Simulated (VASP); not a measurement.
# BaZrO3: vibrations by perturbation theory with PBEsol

Crystal: BaZrO3.

```
CELL_PARAMETERS angstrom
4.18065 0.00000 0.00000
0.00000 4.18065 0.00000
0.00000 0.00000 4.18065
ATOMIC_POSITIONS crystal
Ba 0.00000 0.00000 0.00000
Zr 0.50000 0.50000 0.50000
O 0.00000 0.50000 0.50000
O 0.50000 0.00000 0.50000
O 0.50000 0.50000 0.00000
```

```yaml
Program: VASP 6.6.1
Task: vibrations by perturbation theory
Functional: PBEsol
Potentials_or_basis: VASP PAW PBE potentials, release 64 (Ba_sv, Zr_sv, O)
Cutoff: 520 eV
k_mesh: 6 × 6 × 6
Occupations: gaussian, width 0.01 eV
Spin: no spin polarisation
Dipole_correction: no
Further_INCAR_settings: ALGO = Normal; EDIFF = 1e-08; NBANDS = 28; IBRION = 8; NSW = 1
```

```
Electronic dielectric tensor (diagonal)                 : 4.95
Born charges (mean of the diagonal)                     : Ba +2.74; Zr +6.12; O -2.95 e
Highest phonon frequency at Γ, LO-TO splitting left out : 508 cm⁻¹
```

Phonon frequencies in cm⁻¹ (negative: imaginary):
```
              q point                                            frequencies
(0.000, 0.000, 0.000)  0 0 0 105 105 105 183 183 183 193 193 193 508 508 508
```

Electronic dielectric tensor:
```
4.95 0.00 0.00
0.00 4.95 0.00
0.00 0.00 4.95
```

Born effective charge tensors (e):
atom 1, Ba
```
2.74 0.00 0.00
0.00 2.74 0.00
0.00 0.00 2.74
```
atom 2, Zr
```
6.12 0.00 0.00
0.00 6.12 0.00
0.00 0.00 6.12
```
atom 3, O
```
-4.84  0.00  0.00
 0.00 -2.01  0.00
 0.00  0.00 -2.01
```
atom 4, O
```
-2.01  0.00  0.00
 0.00 -4.84  0.00
 0.00  0.00 -2.01
```
atom 5, O
```
-2.01  0.00  0.00
 0.00 -2.01  0.00
 0.00  0.00 -4.84
```

Run time: 12 min on 1 thread of Intel(R) Xeon(R) 6975P-C (Granite Rapids), with other jobs on the host, peak memory 0.59 GiB.

Caveat: the cell stands under pressure or tension, which shifts response properties.
